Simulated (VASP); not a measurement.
# CoO (F-43m) in VASP: further runs

CoO is run at these levels: LDA+U; tasks: single point.

Everything below comes from runs of VASP 6.6.1. Logs are shortened: lines on timing, memory, paths and dates and some standing lists are left out, and cuts for length are marked.

## 1. The cell of the first run

It takes space group F-43m (No. 216, cubic). Conventional cell: a = 4.687 Å, b = 4.687 Å, c = 4.687 Å, α = 90.00°, β = 90.00°, γ = 90.00°. Co (site symmetry -43m) has 4 O at 2.03 Å within 2.7 Å. O (site symmetry -43m) has 4 Co at 2.03 Å within 2.7 Å.

## 2. Single point, LDA+U, collinear spin, ferromagnetic start

INCAR

```
SYSTEM = CoO
PREC = Accurate
ENCUT = 520
EDIFF = 1E-6
ISMEAR = 0
SIGMA = 0.05
LREAL = .False.
LASPH = .True.
NELM = 150
ALGO = Normal
ISIF = 2
LWAVE = .False.
LCHARG = .False.
ISPIN = 2
MAGMOM = 3 3 0 0
LORBIT = 11
LMAXMIX = 4
LDAU = .True.
LDAUTYPE = 1
LDAUL = 2 -1
LDAUU = 2 0
LDAUJ = 0.9 0
LDAUPRINT = 1
GGA = CA
NBANDS = 27
```

KPOINTS

```
Automatic mesh
0
Gamma
  7 7 7
  0 0 0
```

POSCAR

```
CoO
1.0
    0.0000000000      2.3436418400      2.3436418400
    2.3436418400      0.0000000000      2.3436418400
    4.6872836800      4.6872836800      0.0000000000
Co O
2 2
Direct
    0.0000000000      0.0000000000      0.0000000000
    0.0000000000      0.0000000000      0.5000000000
    0.2500000000      0.2500000000      0.1250000000
    0.2500000000      0.2500000000      0.6250000000
```

Potentials or basis: VASP PAW LDA potentials, release 64 (Co, O).

On the command line:

```bash
$ cat potpaw_LDA.64/Co/POTCAR potpaw_LDA.64/O/POTCAR > POTCAR
$ mpirun -np 1 vasp_std > vasp.out
```

OUTCAR:

```text
SYSTEM = CoO
   PREC = Accurate
   ENCUT = 520
   EDIFF = 1E-6
   ISMEAR = 0
   LREAL = .False.
   LASPH = .True.
   NELM = 150
   ISIF = 2
   ISPIN = 2
   LORBIT = 11
   GGA = CA

 ion  position               nearest neighbor table
   1  0.000  0.000  0.000-   3 2.03   4 2.03   3 2.03   3 2.03
   2  0.000  0.000  0.500-   3 2.03   4 2.03   4 2.03   4 2.03
   3  0.250  0.250  0.125-   1 2.03   1 2.03   1 2.03   2 2.03
   4  0.250  0.250  0.625-   2 2.03   2 2.03   1 2.03   2 2.03

  LATTYP: Found a trigonal (rhomboedric) cell.
 ALAT       =     5.7407266478
 COS(alpha) =     0.8333333333

  Lattice vectors:

 A1 = (   4.6872836800,   2.3436418400,  -2.3436418400)
 A2 = (   2.3436418400,   2.3436418400,  -4.6872836800)
 A3 = (   2.3436418400,   4.6872836800,  -2.3436418400)

Analysis of symmetry for initial positions (statically):
=====================================================================
 Subroutine PRICEL returns following result:

  LATTYP: Found a face centered cubic cell.
 ALAT       =     4.6872836800
[... 12 lines left out ...]
 Subroutine GETGRP returns: Found  6 space group operations
 (whereof  6 operations were pure point group operations)
 out of a pool of 12 trial point group operations.

The static configuration has the point symmetry C_3v.

Analysis of symmetry for dynamics (positions and initial velocities):
=====================================================================
 Subroutine PRICEL returns following result:

  LATTYP: Found a face centered cubic cell.
 ALAT       =     4.6872836800
[... 12 lines left out ...]
 Subroutine GETGRP returns: Found  6 space group operations
 (whereof  6 operations were pure point group operations)
 out of a pool of 12 trial point group operations.

The dynamic configuration has the point symmetry C_3v.

Analysis of structural, dynamic, and magnetic symmetry:
=====================================================================
 Subroutine PRICEL returns following result:

  LATTYP: Found a face centered cubic cell.
 ALAT       =     4.6872836800
[... 12 lines left out ...]
 Subroutine GETGRP returns: Found  6 space group operations
 (whereof  6 operations were pure point group operations)
 out of a pool of 12 trial point group operations.

The overall configuration has the point symmetry C_3v.

 Subroutine INISYM returns: Found  6 space group operations
 (whereof  6 operations are pure point group operations),
 and found     2 'primitive' translations

----------------------------------------------------------------------------------------

                                     Primitive cell

  volume of cell :      25.7456

  direct lattice vectors                    reciprocal lattice vectors
     0.000000000  2.343641840  2.343641840    -0.213343179  0.213343179  0.213343179
     2.343641840  0.000000000  2.343641840     0.213343179 -0.213343179  0.213343179
     2.343641840  2.343641840  0.000000000     0.213343179  0.213343179 -0.213343179

  length of vectors
     3.314410075  3.314410075  3.314410075     0.369521225  0.369521225  0.369521225

  position of ions in fractional coordinates (direct lattice)
     0.000000000  0.000000000  0.000000000
     0.250000000  0.250000000  0.250000000

[... 135 lines left out ...]
  0.0000  0.0000  0.9051  0.0000  0.0000
  0.0000 -0.0000  0.0000  0.1711  0.0000
 -0.0000 -0.0000  0.0000  0.0000  0.9051

 occupancies and eigenvectors

  o =  0.1710  v =  0.0000  0.0000  0.0000  0.0000  0.0000  0.5774 -0.5774  0.0000 -0.5774  0.0000      0.0000  0.0000  0.0000  0.0000  0.0000  0.0000  0.0000  0.0000  0.0000  0.0000
  o =  0.1711  v =  0.0000  0.0000  0.0000  0.0000  0.0000 -0.7630 -0.1299  0.0000 -0.6332  0.0000      0.0000  0.0000  0.0000  0.0000  0.0000  0.0000  0.0000  0.0000  0.0000  0.0000
  o =  0.1711  v =  0.0000  0.0000  0.0000  0.0000  0.0000 -0.2906 -0.8061  0.0000  0.5155 -0.0000      0.0000  0.0000  0.0000  0.0000  0.0000  0.0000  0.0000  0.0000  0.0000  0.0000
  o =  0.9051  v =  0.0000  0.0000  0.0000  0.0000  0.0000  0.0000  0.0000  1.0000  0.0000 -0.0000      0.0000  0.0000  0.0000  0.0000  0.0000  0.0000  0.0000  0.0000  0.0000  0.0000
  o =  0.9051  v =  0.0000  0.0000  0.0000  0.0000  0.0000  0.0000 -0.0000  0.0000  0.0000  1.0000      0.0000  0.0000  0.0000  0.0000  0.0000  0.0000  0.0000  0.0000  0.0000  0.0000
  o =  0.9573  v =  0.0001 -0.0024  0.0288  0.0025  0.9996  0.0000  0.0000  0.0000  0.0000  0.0000      0.0000  0.0000  0.0000  0.0000  0.0000  0.0000  0.0000  0.0000  0.0000  0.0000
  o =  0.9573  v = -0.0029 -0.0015 -0.9996 -0.0014  0.0288  0.0000  0.0000  0.0000  0.0000  0.0000      0.0000  0.0000  0.0000  0.0000  0.0000  0.0000  0.0000  0.0000  0.0000  0.0000
  o =  0.9740  v =  0.1839  0.7809 -0.0008 -0.5970  0.0034  0.0000  0.0000  0.0000  0.0000  0.0000      0.0000  0.0000  0.0000  0.0000  0.0000  0.0000  0.0000  0.0000  0.0000  0.0000
  o =  0.9740  v =  0.7955  0.2385 -0.0034  0.5570 -0.0008  0.0000  0.0000  0.0000  0.0000  0.0000      0.0000  0.0000  0.0000  0.0000  0.0000  0.0000  0.0000  0.0000  0.0000  0.0000
  o =  0.9741  v = -0.5774  0.5774  0.0000  0.5774 -0.0000  0.0000  0.0000  0.0000  0.0000  0.0000      0.0000  0.0000  0.0000  0.0000  0.0000  0.0000  0.0000  0.0000  0.0000  0.0000

atom =   2  type =  1  l = 2

 onsite density matrix

spin component  1

  0.9740 -0.0000 -0.0000 -0.0000  0.0000
 -0.0000  0.9740 -0.0000  0.0000  0.0000
 -0.0000 -0.0000  0.9573 -0.0000 -0.0000
 -0.0000  0.0000 -0.0000  0.9740 -0.0000
  0.0000  0.0000 -0.0000 -0.0000  0.9573

spin component  2

  0.1711  0.0000  0.0000  0.0000 -0.0000
  0.0000  0.1711  0.0000 -0.0000 -0.0000
  0.0000  0.0000  0.9051  0.0000 -0.0000
  0.0000 -0.0000  0.0000  0.1711  0.0000
 -0.0000 -0.0000 -0.0000  0.0000  0.9051

 occupancies and eigenvectors

  o =  0.1710  v =  0.0000  0.0000  0.0000  0.0000  0.0000 -0.5774  0.5774  0.0000  0.5774 -0.0000      0.0000  0.0000  0.0000  0.0000  0.0000  0.0000  0.0000  0.0000  0.0000  0.0000
  o =  0.1711  v =  0.0000  0.0000  0.0000  0.0000  0.0000 -0.8132 -0.3432  0.0000 -0.4700  0.0000      0.0000  0.0000  0.0000  0.0000  0.0000  0.0000  0.0000  0.0000  0.0000  0.0000
  o =  0.1711  v =  0.0000  0.0000  0.0000  0.0000  0.0000 -0.0732 -0.7409  0.0000  0.6677 -0.0000      0.0000  0.0000  0.0000  0.0000  0.0000  0.0000  0.0000  0.0000  0.0000  0.0000
  o =  0.9051  v =  0.0000  0.0000  0.0000  0.0000  0.0000 -0.0000 -0.0000 -1.0000 -0.0000  0.0000      0.0000  0.0000  0.0000  0.0000  0.0000  0.0000  0.0000  0.0000  0.0000  0.0000
  o =  0.9051  v =  0.0000  0.0000  0.0000  0.0000  0.0000  0.0000 -0.0000  0.0000  0.0000  1.0000      0.0000  0.0000  0.0000  0.0000  0.0000  0.0000  0.0000  0.0000  0.0000  0.0000
  o =  0.9573  v =  0.0029  0.0013  0.9984  0.0016  0.0571  0.0000  0.0000  0.0000  0.0000  0.0000      0.0000  0.0000  0.0000  0.0000  0.0000  0.0000  0.0000  0.0000  0.0000  0.0000
  o =  0.9573  v = -0.0002 -0.0026 -0.0571  0.0024  0.9984  0.0000  0.0000  0.0000  0.0000  0.0000      0.0000  0.0000  0.0000  0.0000  0.0000  0.0000  0.0000  0.0000  0.0000  0.0000
  o =  0.9740  v =  0.7509  0.6532 -0.0032  0.0977  0.0014  0.0000  0.0000  0.0000  0.0000  0.0000      0.0000  0.0000  0.0000  0.0000  0.0000  0.0000  0.0000  0.0000  0.0000  0.0000
  o =  0.9740  v = -0.3207  0.4899  0.0014 -0.8106  0.0032  0.0000  0.0000  0.0000  0.0000  0.0000      0.0000  0.0000  0.0000  0.0000  0.0000  0.0000  0.0000  0.0000  0.0000  0.0000
  o =  0.9741  v = -0.5774  0.5774  0.0000  0.5774 -0.0000  0.0000  0.0000  0.0000  0.0000  0.0000      0.0000  0.0000  0.0000  0.0000  0.0000  0.0000  0.0000  0.0000  0.0000  0.0000

 number of electron      29.9999993 magnetization       5.9883503

 Free energy of the ion-electron system (eV)
  ---------------------------------------------------
  ext. energy  EPLUGINS =         0.00000000
  ---------------------------------------------------
  free energy    TOTEN  =       -28.27566067 eV

  energy without entropy =      -28.27502554  energy(sigma->0) =      -28.27534310

 E-fermi :   4.1365     XC(G=0): -11.0564

 val. band max:        4.1265650831   @ k =   0.0000   0.0000   0.0000
 cond. band min:       4.1783654669   @ k =   0.4286   0.0000   0.1429
 fundamental gap:      0.0518003838
 Fermi energy:         4.1364562989

 spin component 1

 k-point     1 :       0.0000    0.0000    0.0000
  band No.  band energies     occupation
      1     -14.3104      1.00000
      2     -13.7957      1.00000
      3      -1.7489      1.00000
      4      -1.4400      1.00000
      5      -1.4400      1.00000
      6      -1.4400      1.00000
[... 1433 lines left out ...]
     26      17.9750      0.00000
     27      19.9362      0.00000

 [... further k-points ...]

------------------------ aborting loop because EDIFF is reached ----------------------------------------

  FORCE on cell =-STRESS in cart. coord.  units (eV):
  Direction    XX          YY          ZZ          XY          YZ          ZX
  --------------------------------------------------------------------------------------
  -------------------------------------------------------------------------------------
  Total       -6.1311623     -6.1311623     -6.1311623      0.0016966     -0.0016966     -0.0016966
  in kB     -190.7742150   -190.7742150   -190.7742150      0.0527900     -0.0527900     -0.0527900
  external PRESSURE =    -190.7742150 kB  Pullay stress =       0.0000000 kB

 VOLUME and BASIS-vectors are now :
 -----------------------------------------------------------------------------
  energy-cutoff  :      520.00
  volume of cell :       51.49
      direct lattice vectors                 reciprocal lattice vectors
     0.000000000  2.343641840  2.343641840    -0.213343179  0.213343179  0.213343179
     2.343641840  0.000000000  2.343641840     0.213343179 -0.213343179  0.213343179
     4.687283680  4.687283680  0.000000000     0.106671589  0.106671589 -0.106671589

 POSITION                                       TOTAL-FORCE (eV/Angst)
 -----------------------------------------------------------------------------------
      0.00000      0.00000      0.00000         0.000399      0.000399     -0.000399
      2.34364      2.34364      0.00000         0.000399      0.000399     -0.000399
      1.17182      1.17182      1.17182        -0.000399     -0.000399      0.000399
      3.51546      3.51546      1.17182        -0.000399     -0.000399      0.000399
 -----------------------------------------------------------------------------------
    total drift:                               -0.000296     -0.000296      0.000291

  FREE ENERGIE OF THE ION-ELECTRON SYSTEM (eV)
  ---------------------------------------------------
  free  energy   TOTEN  =       -28.2756606662 eV

  energy  without entropy=      -28.2750255390  energy(sigma->0) =      -28.27534310

 total charge

# of ion       s       p       d       tot
------------------------------------------
    1        0.324   0.367   7.137   7.828
    2        0.324   0.367   7.137   7.828
    3        1.536   3.385   0.000   4.921
    4        1.536   3.385   0.000   4.921
--------------------------------------------------
tot          3.719   7.504  14.274  25.497

 magnetization (x)

# of ion       s       p       d       tot
------------------------------------------
    1        0.017   0.048   2.513   2.578
    2        0.017   0.048   2.513   2.578
    3        0.017   0.258   0.000   0.275
    4        0.017   0.258   0.000   0.275
--------------------------------------------------
tot          0.069   0.611   5.026   5.707
```

Wall time 4.5 min (1 thread of Intel Xeon 8259CL, shared host); peak memory 0.23 GiB.

What came out:

| Quantity | Value |
| --- | --- |
| Free energy | -28.2757 eV |
| Pressure | -19.1 GPa |
| Band gap on the k mesh | 0.05 eV |
| Net moment | 5.99 μB per cell |
| Site moments | Co +2.58; O +0.28 μB |
| Valence electrons inside the program's atomic spheres | Co 7.83; O 4.92 |

Eigenvalues of the final occupation matrices:
| site | spin | trace | eigenvalues |
| --- | --- | --- | --- |
| site 1 d | 1 | 4.84 | 0.96 0.96 0.97 0.97 0.97 |
| site 1 d | 2 | 2.32 | 0.17 0.17 0.17 0.91 0.91 |
| site 2 d | 1 | 4.84 | 0.96 0.96 0.97 0.97 0.97 |
| site 2 d | 2 | 2.32 | 0.17 0.17 0.17 0.91 0.91 |

Caveat: the cell stands under tension; an odd mesh through Γ misses points on the zone boundary, where band edges can lie.

(Continued in part 2 of 2.)
